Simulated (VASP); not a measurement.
# EuCuPb3 (P1) in VASP: single point with PBE

Aim: the single point of EuCuPb3 with PBE.

All numbers are computed with VASP 6.6.1; they aren't measurements. Logs are shortened: lines on timing, memory, paths and dates and some standing lists are left out, and cuts for length are marked.

### 1 The cell of the first run

The typed cell holds 5 atoms: a = 4.647 Å, b = 4.990 Å, c = 7.006 Å, α = 70.34°, β = 69.12°, γ = 92.18°.

### 2 Single point, PBE

The input, INCAR:

```
ALGO = Normal
EDIFF = 1E-6
ENCUT = 600
GGA = PE
GGA_COMPAT = F
ISIF = 2
ISMEAR = -1
LASPH = T
LCHARG = F
LMAXMIX = 6
LREAL = F
LWAVE = F
NBANDS = 43
NELM = 200
PREC = Accurate
SIGMA = 0.0369
```

The input, KPOINTS:

```
Automatic mesh
0
Gamma
  4 4 3
  0 0 0.5
```

The input, POSCAR:

```
EuCuPb3
1.0
   -0.0911920000      4.6452130000     -0.1042950000
    4.9890830000     -0.0911920000      0.0192940000
    2.4247310000      2.4079010000     -6.1157030000
Eu Cu Pb
1 1 3
Direct
    0.1420120000      0.1431970000      0.7258250000
    0.5300370000      0.5291320000      0.9680450000
    0.8900040000      0.3762580000      0.2263520000
    0.3884480000      0.8842380000      0.2313680000
    0.7675230000      0.7454050000      0.4925580000
```

Potentials or basis: VASP PAW PBE potentials, release 64 (Eu, Cu, Pb_d).

Launch:

```
$ cat potpaw_PBE.64/Eu/POTCAR potpaw_PBE.64/Cu/POTCAR potpaw_PBE.64/Pb_d/POTCAR > POTCAR
$ mpirun -np 1 vasp_std > vasp.out
```

OUTCAR:

```text
EDIFF = 1E-6
   ENCUT = 600
   GGA = PE
   ISIF = 2
   ISMEAR = -1
   LASPH = T
   LREAL = F
   NELM = 200
   PREC = Accurate

 ion  position               nearest neighbor table
   1  0.142  0.143  0.726-   5 3.58   5 3.69   5 3.72   3 3.74   4 3.77   5 3.78
   2  0.530  0.529  0.968-   3 2.79   3 2.83   5 2.89   4 2.90   4 3.03
   3  0.890  0.376  0.226-   2 2.79   2 2.83   5 2.97   5 2.98   4 3.30   4 3.39   4 3.44   4 3.51
                             1 3.74
   4  0.388  0.884  0.231-   5 2.72   2 2.90   5 2.91   2 3.03   3 3.30   3 3.39   3 3.44   3 3.51
                             1 3.77
   5  0.768  0.745  0.493-   4 2.72   2 2.89   4 2.91   3 2.97   3 2.98   1 3.58   1 3.69   1 3.72
                             1 3.78

  LATTYP: Found a triclinic cell.
 ALAT       =     4.9899536491
 B/A-ratio  =     1.3403877655
 C/A-ratio  =     1.4235581019
 COS(alpha) =     0.0138390453
 COS(beta)  =     0.3707047627
 COS(gamma) =     0.7196683909

  Lattice vectors:

 A1 = (   4.9890830000,  -0.0911920000,   0.0192940000)
 A2 = (   4.8978910000,   4.5540210000,  -0.0850010000)
 A3 = (   2.5643520000,  -2.4990930000,   6.1349970000)

Analysis of symmetry for initial positions (statically):
=====================================================================
 Subroutine PRICEL returns:
 Original cell was already a primitive cell.

 Routine SETGRP: Setting up the symmetry group for a
 triclinic supercell.

 Subroutine GETGRP returns: Found  1 space group operations
 (whereof  1 operations were pure point group operations)
 out of a pool of  2 trial point group operations.

The static configuration has the point symmetry C_1 .

Analysis of symmetry for dynamics (positions and initial velocities):
=====================================================================
 Subroutine PRICEL returns:
 Original cell was already a primitive cell.

 Routine SETGRP: Setting up the symmetry group for a
 triclinic supercell.

 Subroutine GETGRP returns: Found  1 space group operations
 (whereof  1 operations were pure point group operations)
 out of a pool of  2 trial point group operations.

The dynamic configuration has the point symmetry C_1 .

 Subroutine INISYM returns: Found  1 space group operations
 (whereof  1 operations are pure point group operations),
 and found     1 'primitive' translations

----------------------------------------------------------------------------------------

                                     Primitive cell

  volume of cell :     140.6283

  direct lattice vectors                    reciprocal lattice vectors
    -0.091192000  4.645213000 -0.104295000     0.003635436  0.217300034  0.086997672
     4.989083000 -0.091192000  0.019294000     0.200227214  0.005764064  0.081654787
     2.424731000  2.407901000 -6.115703000     0.000569685 -0.003687572 -0.164739520

  length of vectors
     4.647278477  4.989953649  7.005649922     0.234096383  0.216313814  0.164781771

  position of ions in fractional coordinates (direct lattice)
     0.142012000  0.143197000  0.725825000
     0.530037000  0.529132000  0.968045000
     0.890004000  0.376258000  0.226352000
     0.388448000  0.884238000  0.231368000
     0.767523000  0.745405000  0.492558000

  ion indices of the primitive-cell ions
   primitive index   ion index
                 1           1
                 2           2
                 3           3
                 4           4
                 5           5

----------------------------------------------------------------------------------------

 KPOINTS: Automatic mesh

Automatic generation of k-mesh.
 Grid dimensions read from file:
 generate k-points for:    4    4    3

 Generating k-lattice:

  Cartesian coordinates                     Fractional coordinates (reciprocal lattice)
     0.000908859  0.054325009  0.021749418     0.250000000  0.000000000  0.000000000
     0.050056803  0.001441016  0.020413697     0.000000000  0.250000000  0.000000000
     0.000189895 -0.001229191 -0.054913173     0.000000000 -0.000000000  0.333333333

  Length of vectors
     0.058524096  0.054078453  0.054927257

  Shift w.r.t. Gamma in fractional coordinates (k-lattice)
     0.000000000  0.000000000  0.500000000

 Subroutine IBZKPT returns following result:
 ===========================================

 Found     26 irreducible k-points:

 Following reciprocal coordinates:
            Coordinates               Weight
  0.000000  0.000000  0.166667      2.000000
  0.250000  0.000000  0.166667      2.000000
  0.500000  0.000000  0.166667      2.000000
 -0.250000 -0.000000  0.166667      2.000000
 -0.000000  0.250000  0.166667      2.000000
  0.250000  0.250000  0.166667      2.000000
[... 16 lines left out ...]
 -0.250000  0.250000  0.500000      2.000000
 -0.000000  0.500000  0.500000      1.000000
 [... further k-points ...]
   k-points           NKPTS =     26   k-points in BZ     NKDIM =     26   number of bands    NBANDS=     43
   number of dos      NEDOS =    301   number of ions     NIONS =      5
   total plane-waves  NPLWV =  89600
   dimension x,y,z NGX =    40 NGY =   40 NGZ =   56
   dimension x,y,z NGXF=    80 NGYF=   80 NGZF=  112
   ions per type =               1   1   3
   NGX,Y,Z   is equivalent  to a cutoff of  14.31, 13.33, 13.29 a.u.
   NGXF,Y,Z  is equivalent  to a cutoff of  28.62, 26.65, 26.58 a.u.
 SYSTEM =  unknown system
   PREC   = accura    normal or accurate (medium, high low for compatibility)
   ISTART =      0    job   : 0-new  1-cont  2-samecut
   ICHARG =      2    charge: 1-file 2-atom 10-const
   ISPIN  =      1    spin polarized calculation?
   LNONCOLLINEAR =      F non collinear calculations
   LSORBIT =      F    spin-orbit coupling
   LASPH  =      T    aspherical Exc in radial PAW
   ENCUT  =  600.0 eV  44.10 Ry    6.64 a.u.   9.28  9.97 13.99*2*pi/ulx,y,z
   NELM   =    200;   NELMIN=  2; NELMDL= -5     # of ELM steps
   EDIFF  = 0.1E-05   stopping-criterion for ELM
   LREAL  =      F    real-space projection
   EDIFFG = 0.1E-04   stopping-criterion for IOM
   NSW    =      0    number of steps for IOM
   IBRION =     -1    ionic relax: 0-MD 1-quasi-New 2-CG
   NFREE  =      0    steps in history (QN), initial steepest desc. (CG)
   ISIF   =      2    stress and relaxation
   ISYM   =      2    0-nonsym 1-usesym 2-fastsym
   POTIM  = 0.5000    time-step for ionic-motion
   TEBEG  =    0.0;   TEEND  =   0.0 temperature during run
   PSTRESS=    0.0 pullay stress
   NELECT =      70.0000    total number of electrons
   NUPDOWN=      -1.0000    fix difference up-down
   EMIN   =  10.00;   EMAX   =-10.00  energy-range for DOS
   EFERMI =   0.00;   METHOD = LEGACY
   ISMEAR =    -1;   SIGMA  =   0.04  broadening in eV -4-tet -1-fermi 0-gaus
   EFERMI_NEDOS =   21; number of points for ismear=-14 and -15
   IALGO  =     38    algorithm
   IMIX   =      4    mixing-type and parameters
     AMIX     =   0.40;   BMIX     =  1.00
     AMIX_MAG =   1.60;   BMIX_MAG =  1.00
  volume/ion in A,a.u.               =      28.13       189.80
  Fermi-wavevector in a.u.,A,eV,Ry     =   1.297428  2.451783 22.902952  1.683320
  Thomas-Fermi vector in A             =   2.428821
   LORBIT       =      0    0 simple, 1 ext, 2 COOP (PROOUT), +10 PAW based schemes
   GGA     = PE    functional components
   LHFCALC =     F    Hartree Fock is set to
   AEXX    =    0.0000 exact exchange contribution
   IVDW    =     0    specifies the selected vdW correction
   LEPSILON=     F    determine dielectric tensor
   LRPA    =     F    only Hartree local field effects (RPA)
 non-spin polarized calculation
  energy-cutoff  :      600.00
  volume of cell :      140.63
 maximum number of plane-waves:      4720
 NGX is ok and might be reduce to    40
   NGX = 19   NGY = 19   NGZ = 27

 number of electron      69.9999999 magnetization

 Free energy of the ion-electron system (eV)
  ---------------------------------------------------
  ext. energy  EPLUGINS =         0.00000000
  ---------------------------------------------------
  free energy    TOTEN  =       -17.75546806 eV

  energy without entropy =      -17.45786342  energy(sigma->0) =      -17.60666574

 E-fermi :   6.3472     XC(G=0): -10.0941

 val. band max:        6.3467677575   @ k =   0.2500   0.5000   0.5000
 cond. band min:       6.3483156812   @ k =   0.5000   0.2500   0.5000
 fundamental gap:      0.0015479237
 Fermi energy:         6.3471855402

 k-point     1 :       0.0000    0.0000    0.1667
  band No.  band energies     occupation
      1     -35.0855      2.00000
      2     -14.0923      2.00000
      3     -14.0541      2.00000
      4     -14.0349      2.00000
      5     -11.5180      2.00000
      6     -11.3058      2.00000
[... 35 lines left out ...]
     42       8.5053      0.00000
     43       8.8573      0.00000

 k-point     2 :       0.2500    0.0000    0.1667
  band No.  band energies     occupation
      1     -35.0850      2.00000
      2     -14.0893      2.00000
      3     -14.0589      2.00000
      4     -14.0514      2.00000
      5     -11.5406      2.00000
      6     -11.2819      2.00000
[... 35 lines left out ...]
     42       8.1462      0.00000
     43       8.7755      0.00000

 k-point     3 :       0.5000    0.0000    0.1667
  band No.  band energies     occupation
      1     -35.0846      2.00000
      2     -14.0888      2.00000
      3     -14.0781      2.00000
      4     -14.0513      2.00000
      5     -11.5309      2.00000
      6     -11.3335      2.00000
[... 35 lines left out ...]
     42       7.8190      0.00000
     43       8.5129      0.00000

 k-point     4 :      -0.2500   -0.0000    0.1667
  band No.  band energies     occupation
      1     -35.0850      2.00000
      2     -14.0908      2.00000
      3     -14.0587      2.00000
      4     -14.0510      2.00000
      5     -11.5417      2.00000
      6     -11.2821      2.00000
[... 863 lines left out ...]
     42       8.4009      0.00000
     43       8.5863      0.00000

 k-point    23 :      -0.2500    0.2500    0.5000
  band No.  band energies     occupation
      1     -35.0849      2.00000
      2     -14.0903      2.00000
      3     -14.0638      2.00000
      4     -14.0540      2.00000
      5     -11.5450      2.00000
      6     -11.3243      2.00000
[... 35 lines left out ...]
     42       7.6443      0.00000
     43       8.7079      0.00000

 k-point    24 :      -0.0000    0.5000    0.5000
  band No.  band energies     occupation
      1     -35.0852      2.00000
      2     -14.0898      2.00000
      3     -14.0755      2.00000
      4     -14.0353      2.00000
      5     -11.5266      2.00000
      6     -11.2630      2.00000
[... 35 lines left out ...]
     42       7.8438      0.00000
     43       8.5309      0.00000

 [... further k-points ...]

------------------------ aborting loop because EDIFF is reached ----------------------------------------

  FORCE on cell =-STRESS in cart. coord.  units (eV):
  Direction    XX          YY          ZZ          XY          YZ          ZX
  --------------------------------------------------------------------------------------
  -------------------------------------------------------------------------------------
  Total        3.5491436      6.4452953      0.8876699      0.3695729      1.2091851     -0.0417029
  in kB       40.4353724     73.4312130     10.1132178      4.2105418     13.7762390     -0.4751207
  external PRESSURE =      41.3266010 kB  Pullay stress =       0.0000000 kB

 VOLUME and BASIS-vectors are now :
 -----------------------------------------------------------------------------
  energy-cutoff  :      600.00
  volume of cell :      140.63
      direct lattice vectors                 reciprocal lattice vectors
    -0.091192000  4.645213000 -0.104295000     0.003635436  0.217300034  0.086997672
     4.989083000 -0.091192000  0.019294000     0.200227214  0.005764064  0.081654787
     2.424731000  2.407901000 -6.115703000     0.000569685 -0.003687572 -0.164739520

 POSITION                                       TOTAL-FORCE (eV/Angst)
 -----------------------------------------------------------------------------------
      2.46140      2.39433     -4.45098        -0.039565      0.003360     -0.164053
      4.93880      4.74484     -5.96535        -0.040190      0.030615      0.292398
      2.34486      4.64498     -1.46987         0.074488     -0.111399      1.160741
      4.93712      2.28090     -1.43843        -0.003363      1.034136      2.492432
      4.84322      4.68336     -3.07801         0.008631     -0.956713     -3.781519
 -----------------------------------------------------------------------------------
    total drift:                               -0.001387      0.000912      0.002460

  FREE ENERGIE OF THE ION-ELECTRON SYSTEM (eV)
  ---------------------------------------------------
  free  energy   TOTEN  =       -17.7554680592 eV

  energy  without entropy=      -17.4578634177  energy(sigma->0) =      -17.60666574
```

Run time: 53 min. Hardware: 1 thread of Intel Xeon 8259CL, shared host; peak memory 0.43 GiB.

What came out:

| Property | Result |
| --- | --- |
| Free energy | -17.7555 eV |
| Pressure | 4.1 GPa |
| Largest force | 3.901 eV/Å |
| Band gap on the k mesh | zero (bands 35 and 36 overlap by 0.01 eV) |

Forces in eV/Å, atoms in the order of the input:
```
Eu  -0.040  0.003 -0.164
Cu  -0.040  0.031  0.292
Pb   0.074 -0.111  1.161
Pb  -0.003  1.034  2.492
Pb   0.009 -0.957 -3.782
```

Caveat: the k points lie up to 0.37 Å⁻¹ apart; spin-orbit coupling is left out, which moves the levels of the heavy elements; semilocal functionals describe open f shells poorly, which spoils levels, moments and volumes; forces of over 1 eV/Å act on the atoms, so gaps and moduli don't describe the material at rest. Spin polarisation is off, so any magnetic state and its effect on volume and gap are missing.
